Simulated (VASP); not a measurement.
# FeGe (P1) in VASP: a series of runs

The runs below take FeGe through single point, with r2SCAN.

All numbers are computed with VASP 6.6.1; they aren't measurements. Logs are shortened: lines on timing, memory, paths and dates and some standing lists are left out, and cuts for length are marked.

**1. The cell of the first run**

The typed cell holds 2 atoms: a = 3.016 Å, b = 3.016 Å, c = 3.016 Å, α = 90.00°, β = 90.00°, γ = 90.00°.

**2. Single point, r2SCAN, collinear spin, ferromagnetic start**

Contents of POSCAR:

```
FeGe
1.0
    3.0161688700      0.0000000000      0.0000000000
    0.0000000000      3.0161688700      0.0000000000
    0.0000000000      0.0000000000      3.0161688700
Fe Ge
1 1
Direct
    0.0000000000      0.0000000000      0.0000000000
    0.4633440200      0.4507515000      0.4535288900
```

Contents of INCAR.step1:

```
  PREC = Accurate
  ENCUT = 520
  ISMEAR = 0
  SIGMA = 0.05
  LREAL = False
  LASPH = True
  NELM = 150
  ISPIN = 2
  MAGMOM = 4 0
  LMAXMIX = 4
  NBANDS = 22
  GGA = PE
  ALGO = Normal
  EDIFF = 1E-4
  LWAVE = True
  LCHARG = False
```

Contents of INCAR.step2:

```
  PREC = Accurate
  ENCUT = 520
  EDIFF = 1E-6
  ISMEAR = 0
  SIGMA = 0.05
  LREAL = False
  LASPH = True
  NELM = 150
  ALGO = Normal
  ISIF = 2
  LWAVE = False
  LCHARG = False
  ISPIN = 2
  MAGMOM = 4 0
  LORBIT = 11
  LMAXMIX = 4
  METAGGA = R2SCAN
  LMIXTAU = True
  NBANDS = 22
  ISTART = 1
```

Contents of KPOINTS:

```
Automatic mesh
0
Gamma
  3 3 3
```

Potentials or basis: VASP PAW PBE potentials, release 64 (Fe, Ge_d).

Run with:

```sh
$ cat potpaw_PBE.64/Fe/POTCAR potpaw_PBE.64/Ge_d/POTCAR > POTCAR
$ cp INCAR.step1 INCAR
$ mpirun -np 1 vasp_std > vasp.out
$ cp INCAR.step2 INCAR
$ mpirun -np 1 vasp_std > vasp.out
```

OUTCAR:

```text
PREC = Accurate
   ENCUT = 520
   EDIFF = 1E-6
   ISMEAR = 0
   LREAL = False
   LASPH = True
   NELM = 150
   ISIF = 2
   ISPIN = 2
   LORBIT = 11
   METAGGA = R2SCAN
   ISTART = 1

 ion  position               nearest neighbor table
   1  0.000  0.000  0.000-   2 2.38   2 2.52   2 2.55   2 2.56   2 2.68   2 2.69   2 2.72   2 2.84

   2  0.463  0.451  0.454-   1 2.38   1 2.52   1 2.55   1 2.56   1 2.68   1 2.69   1 2.72   1 2.84

  LATTYP: Found a simple cubic cell.
 ALAT       =     3.0161688700

  Lattice vectors:

 A1 = (   3.0161688700,   0.0000000000,   0.0000000000)
 A2 = (   0.0000000000,   3.0161688700,   0.0000000000)
 A3 = (   0.0000000000,   0.0000000000,   3.0161688700)

Analysis of symmetry for initial positions (statically):
=====================================================================
 Subroutine PRICEL returns:
 Original cell was already a primitive cell.

 Routine SETGRP: Setting up the symmetry group for a
 simple cubic supercell.

 Subroutine GETGRP returns: Found  1 space group operations
 (whereof  1 operations were pure point group operations)
 out of a pool of 48 trial point group operations.

The static configuration has the point symmetry C_1 .

Analysis of symmetry for dynamics (positions and initial velocities):
=====================================================================
 Subroutine PRICEL returns:
 Original cell was already a primitive cell.

 Routine SETGRP: Setting up the symmetry group for a
 simple cubic supercell.

 Subroutine GETGRP returns: Found  1 space group operations
 (whereof  1 operations were pure point group operations)
 out of a pool of 48 trial point group operations.

The dynamic configuration has the point symmetry C_1 .

Analysis of structural, dynamic, and magnetic symmetry:
=====================================================================
 Subroutine PRICEL returns:
 Original cell was already a primitive cell.

 Routine SETGRP: Setting up the symmetry group for a
 simple cubic supercell.

 Subroutine GETGRP returns: Found  1 space group operations
 (whereof  1 operations were pure point group operations)
 out of a pool of 48 trial point group operations.

The overall configuration has the point symmetry C_1 .

 Subroutine INISYM returns: Found  1 space group operations
 (whereof  1 operations are pure point group operations),
 and found     1 'primitive' translations

----------------------------------------------------------------------------------------

                                     Primitive cell

  volume of cell :      27.4389

  direct lattice vectors                    reciprocal lattice vectors
     3.016168870  0.000000000  0.000000000     0.331546423  0.000000000  0.000000000
     0.000000000  3.016168870  0.000000000     0.000000000  0.331546423  0.000000000
     0.000000000  0.000000000  3.016168870     0.000000000  0.000000000  0.331546423

  length of vectors
     3.016168870  3.016168870  3.016168870     0.331546423  0.331546423  0.331546423

  position of ions in fractional coordinates (direct lattice)
     0.000000000  0.000000000  0.000000000
     0.463344020  0.450751500  0.453528890

  ion indices of the primitive-cell ions
   primitive index   ion index
                 1           1
                 2           2

----------------------------------------------------------------------------------------

 KPOINTS: Automatic mesh

Automatic generation of k-mesh.
 Grid dimensions read from file:
 generate k-points for:    3    3    3

 Generating k-lattice:

  Cartesian coordinates                     Fractional coordinates (reciprocal lattice)
     0.110515474  0.000000000  0.000000000     0.333333333  0.000000000  0.000000000
     0.000000000  0.110515474  0.000000000     0.000000000  0.333333333  0.000000000
     0.000000000  0.000000000  0.110515474     0.000000000  0.000000000  0.333333333

  Length of vectors
     0.110515474  0.110515474  0.110515474

  Shift w.r.t. Gamma in fractional coordinates (k-lattice)
     0.000000000  0.000000000  0.000000000

 Subroutine IBZKPT returns following result:
 ===========================================

 Found     14 irreducible k-points:

 Following reciprocal coordinates:
            Coordinates               Weight
  0.000000  0.000000  0.000000      1.000000
  0.333333  0.000000  0.000000      2.000000
  0.000000  0.333333  0.000000      2.000000
  0.000000  0.000000  0.333333      2.000000
  0.333333  0.333333  0.000000      2.000000
  0.000000  0.333333  0.333333      2.000000
  0.333333  0.000000  0.333333      2.000000
 -0.333333  0.333333  0.000000      2.000000
 -0.333333  0.000000  0.333333      2.000000
  0.000000 -0.333333  0.333333      2.000000
  0.333333  0.333333  0.333333      2.000000
 -0.333333  0.333333  0.333333      2.000000
 -0.333333 -0.333333  0.333333      2.000000
  0.333333 -0.333333  0.333333      2.000000
   k-points           NKPTS =     14   k-points in BZ     NKDIM =     14   number of bands    NBANDS=     22
   number of dos      NEDOS =    301   number of ions     NIONS =      2
   total plane-waves  NPLWV =  13824
   dimension x,y,z NGX =    24 NGY =   24 NGZ =   24
   dimension x,y,z NGXF=    48 NGYF=   48 NGZF=   48
   ions per type =               1   1
   NGX,Y,Z   is equivalent  to a cutoff of  13.23, 13.23, 13.23 a.u.
   NGXF,Y,Z  is equivalent  to a cutoff of  26.46, 26.46, 26.46 a.u.
 SYSTEM =  unknown system
   PREC   = accura    normal or accurate (medium, high low for compatibility)
   ISTART =      1    job   : 0-new  1-cont  2-samecut
   ICHARG =      0    charge: 1-file 2-atom 10-const
   ISPIN  =      2    spin polarized calculation?
   LNONCOLLINEAR =      F non collinear calculations
   LSORBIT =      F    spin-orbit coupling
   LASPH  =      T    aspherical Exc in radial PAW
   ENCUT  =  520.0 eV  38.22 Ry    6.18 a.u.   5.61  5.61  5.61*2*pi/ulx,y,z
   NELM   =    150;   NELMIN=  2; NELMDL=  0     # of ELM steps
   EDIFF  = 0.1E-05   stopping-criterion for ELM
   LREAL  =      F    real-space projection
   EDIFFG = 0.1E-04   stopping-criterion for IOM
   NSW    =      0    number of steps for IOM
   IBRION =     -1    ionic relax: 0-MD 1-quasi-New 2-CG
   NFREE  =      0    steps in history (QN), initial steepest desc. (CG)
   ISIF   =      2    stress and relaxation
   ISYM   =      2    0-nonsym 1-usesym 2-fastsym
   POTIM  = 0.5000    time-step for ionic-motion
   TEBEG  =    0.0;   TEEND  =   0.0 temperature during run
   PSTRESS=    0.0 pullay stress
   NELECT =      22.0000    total number of electrons
   NUPDOWN=      -1.0000    fix difference up-down
   EMIN   =  10.00;   EMAX   =-10.00  energy-range for DOS
   EFERMI =   0.00;   METHOD = LEGACY
   ISMEAR =     0;   SIGMA  =   0.05  broadening in eV -4-tet -1-fermi 0-gaus
   EFERMI_NEDOS =   21; number of points for ismear=-14 and -15
   IALGO  =     38    algorithm
   IMIX   =      4    mixing-type and parameters
     AMIX     =   0.40;   BMIX     =  1.00
     AMIX_MAG =   1.60;   BMIX_MAG =  1.00
  volume/ion in A,a.u.               =      13.72        92.58
  Fermi-wavevector in a.u.,A,eV,Ry     =   1.520875  2.874036 31.471085  2.313060
  Thomas-Fermi vector in A             =   2.629666
   LORBIT       =     11    0 simple, 1 ext, 2 COOP (PROOUT), +10 PAW based schemes
   METAGGA = R2SCAN    functional components
   LHFCALC =     F    Hartree Fock is set to
   AEXX    =    0.0000 exact exchange contribution
   IVDW    =     0    specifies the selected vdW correction
   LEPSILON=     F    determine dielectric tensor
   LRPA    =     F    only Hartree local field effects (RPA)
 spin polarized calculation
 Gauss-broadening in eV      SIGMA  =   0.05
  energy-cutoff  :      520.00
  volume of cell :       27.44
 maximum number of plane-waves:       748
 NGX is ok and might be reduce to    24
   NGX = 11   NGY = 11   NGZ = 11

 number of electron      22.0000004 magnetization       1.9259389

 Free energy of the ion-electron system (eV)
  ---------------------------------------------------
  ext. energy  EPLUGINS =         0.00000000
  ---------------------------------------------------
  free energy    TOTEN  =       -27.45857518 eV

  energy without entropy =      -27.45672285  energy(sigma->0) =      -27.45764901

 E-fermi :   7.2504     XC(G=0): -13.7531

 val. band max:        7.2260119545   @ k =   0.3333   0.3333   0.0000
 cond. band min:       7.4077805426   @ k =   0.0000   0.0000   0.0000
 fundamental gap:      0.1817685881
 Fermi energy:         7.2504478248

 spin component 1

 k-point     1 :       0.0000    0.0000    0.0000
  band No.  band energies     occupation
      1     -17.7615      1.00000
      2     -17.7609      1.00000
      3     -17.6788      1.00000
      4     -17.6706      1.00000
      5     -17.6699      1.00000
      6      -5.9771      1.00000
[... 14 lines left out ...]
     21      29.1314      0.00000
     22      29.1487      0.00000
[... 301 lines left out ...]
 k-point    14 :       0.3333   -0.3333    0.3333
  band No.  band energies     occupation
      1     -17.7251      1.00000
      2     -17.7204      1.00000
      3     -17.7175      1.00000
      4     -17.6494      1.00000
      5     -17.6487      1.00000
      6      -1.1821      1.00000
[... 14 lines left out ...]
     21      31.7359      0.00000
     22      34.7428      0.00000
 Fermi energy:         7.2504478248

 spin component 2

 k-point     1 :       0.0000    0.0000    0.0000
  band No.  band energies     occupation
      1     -17.7539      1.00000
      2     -17.7537      1.00000
      3     -17.6621      1.00000
      4     -17.6585      1.00000
      5     -17.6582      1.00000
      6      -6.1061      1.00000
[... 14 lines left out ...]
     21      29.8186      0.00000
     22      29.8213      0.00000
[... 302 lines left out ...]
  band No.  band energies     occupation
      1     -17.7116      1.00000
      2     -17.7090      1.00000
      3     -17.7074      1.00000
      4     -17.6385      1.00000
      5     -17.6384      1.00000
      6      -1.1590      1.00000
[... 14 lines left out ...]
     21      32.2558      0.00000
     22      34.8504      0.00000

------------------------ aborting loop because EDIFF is reached ----------------------------------------

  FORCE on cell =-STRESS in cart. coord.  units (eV):
  Direction    XX          YY          ZZ          XY          YZ          ZX
  --------------------------------------------------------------------------------------
  -------------------------------------------------------------------------------------
  Total       -0.7547431     -0.8511884     -0.8520730      0.4085975      0.5215917      0.3914750
  in kB      -44.0699721    -49.7014786    -49.7531321     23.8582903     30.4560982     22.8584950
  external PRESSURE =     -47.8415276 kB  Pullay stress =       0.0000000 kB

 VOLUME and BASIS-vectors are now :
 -----------------------------------------------------------------------------
  energy-cutoff  :      520.00
  volume of cell :       27.44
      direct lattice vectors                 reciprocal lattice vectors
     3.016168870  0.000000000  0.000000000     0.331546423  0.000000000  0.000000000
     0.000000000  3.016168870  0.000000000     0.000000000  0.331546423  0.000000000
     0.000000000  0.000000000  3.016168870     0.000000000  0.000000000  0.331546423

 POSITION                                       TOTAL-FORCE (eV/Angst)
 -----------------------------------------------------------------------------------
      0.00000      0.00000      0.00000        -0.461060     -0.596116     -0.568632
      1.39752      1.35954      1.36792         0.461060      0.596116      0.568632
 -----------------------------------------------------------------------------------
    total drift:                               -0.005605      0.005659      0.004834

  FREE ENERGIE OF THE ION-ELECTRON SYSTEM (eV)
  ---------------------------------------------------
  free  energy   TOTEN  =       -27.4585751781 eV

  energy  without entropy=      -27.4567228512  energy(sigma->0) =      -27.45764901

 total charge

# of ion       s       p       d       tot
------------------------------------------
    1        0.389   0.409   6.333   7.130
    2        1.139   1.204  10.078  12.421
--------------------------------------------------
tot          1.528   1.613  16.410  19.551

 magnetization (x)

# of ion       s       p       d       tot
------------------------------------------
    1        0.010   0.009   1.951   1.970
    2        0.049  -0.043  -0.011  -0.005
--------------------------------------------------
tot          0.059  -0.034   1.939   1.965
```

It took 67 s on 1 thread of Intel Xeon 6975P-C (Granite Rapids), shared host; peak memory 0.16 GiB.

What came out:

```yaml
Free_energy: -27.4586 eV
Pressure: -4.8 GPa
Largest_force: 0.944 eV/Å
Net_moment: 1.93 μB per cell
Site_moments: Fe +1.97; Ge -0.01 μB
Valence_electrons_inside_the_program's_atomic_spheres: Fe 7.13; Ge 12.42
```

Forces on the atoms (eV/Å):
```
Fe  -0.461 -0.596 -0.569
Ge   0.461  0.596  0.569
```

Caveat: the k points lie up to 0.69 Å⁻¹ apart; the PAW data sets were made with another functional, which shifts forces and pressure a little.

**3. Single point, r2SCAN, collinear spin, ferromagnetic start**

Contents of POSCAR:

```
FeGe
1.0
    3.0161717160      0.0000000000      0.0000000000
    0.0000000000      3.0161717160      0.0000000000
    0.0000000000      0.0000000000      3.0161717160
Fe Ge
1 1
Direct
    0.0000000000      0.0000000000      0.0000000000
    0.4633440200      0.4507515000      0.4535288900
```

Contents of INCAR.step1:

```
PREC = Accurate
ENCUT = 520
ISMEAR = 0
SIGMA = 0.05
LREAL = False
LASPH = True
NELM = 150
ISPIN = 2
MAGMOM = 4 0
LMAXMIX = 4
NBANDS = 22
GGA = PE
ALGO = Normal
EDIFF = 1E-4
LWAVE = True
LCHARG = False
```

Contents of INCAR.step2:

```
PREC = Accurate
ENCUT = 520
EDIFF = 1E-6
ISMEAR = 0
SIGMA = 0.05
LREAL = False
LASPH = True
NELM = 150
ALGO = Normal
ISIF = 2
LWAVE = False
LCHARG = True
ISPIN = 2
MAGMOM = 4 0
LORBIT = 11
LMAXMIX = 4
METAGGA = R2SCAN
LMIXTAU = True
LELF = True
LVHAR = True
NBANDS = 22
ISTART = 1
```

Contents of KPOINTS:

```
regular mesh
0
Gamma
  3 3 3
```

Potentials or basis: VASP PAW PBE potentials, release 64 (Fe, Ge_d).

Run with:

```sh
$ cat potpaw_PBE.64/Fe/POTCAR potpaw_PBE.64/Ge_d/POTCAR > POTCAR
$ cp INCAR.step1 INCAR
$ mpirun -np 1 vasp_std > vasp.out
$ cp INCAR.step2 INCAR
$ mpirun -np 1 vasp_std > vasp.out
```

Wall time 68 s (1 thread of Intel Xeon 6975P-C (Granite Rapids), shared host); peak memory 0.16 GiB.

Results (log left out):

```yaml
Free_energy: -27.4586 eV
Pressure: -4.8 GPa
Largest_force: 0.944 eV/Å
Net_moment: 1.93 μB per cell
Site_moments: Fe +1.97; Ge -0.01 μB
Valence_electrons_inside_the_program's_atomic_spheres: Fe 7.13; Ge 12.42
```

Forces in eV/Å, atoms in the order of the input:
```
Fe  -0.461 -0.596 -0.569
Ge   0.461  0.596  0.569
```

Stress tensor (GPa, compression positive):
```
-4.41  2.39  2.29
 2.39 -4.97  3.05
 2.29  3.05 -4.98
```

Levels at points of the mesh, in eV from the Fermi level:
Spin up:
```tsv
k point	band 10	band 11	band 12	band 13	band 14	band 15
(0.00, 0.00, 0.00)	-1.68	-1.67	3.13	3.19	3.23	8.52
```
Spin down:
```csv
k point,band 7,band 8,band 9,band 10,band 11,band 12,band 13,band 14
"(0.00, 0.00, 0.00)",-1.28,-1.25,0.16,0.40,0.42,3.28,3.34,3.36
```

Caveat: the k points lie up to 0.69 Å⁻¹ apart; the PAW data sets were made with another functional, which shifts forces and pressure a little.
